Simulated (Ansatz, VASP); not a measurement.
## One calculation of Mg, two programs

```
Mg
1.0
    -1.80186    1.80186    1.80186
     1.80186   -1.80186    1.80186
     1.80186    1.80186   -1.80186
Mg
1
Direct
  0.00000 0.00000 0.00000
```

Alike in both runs: task single point; functional r2SCAN; k mesh 14 × 14 × 14; occupations fermi-dirac, width 0.1 eV; no spin polarisation.

|  | VASP | Ansatz |
| --- | --- | --- |
| version | VASP 6.6.1 | Ansatz 0.2.0 |
| potentials or method | VASP PAW PBE potentials, release 64 (Mg), cutoff 520 eV | plane waves (500 eV) with PAW, scalar-relativistic |
| valence electrons in the cell | 2 | 10 |

```csv
,VASP,Ansatz,Ansatz less VASP
pressure (GPa),-1.6,-1.3,+0.25
```

VASP's potentials were made for PBE, not for r2SCAN. VASP's potentials hold 2 valence electrons a cell and Ansatz's 10, so a difference there can come from the potentials and not from the codes.
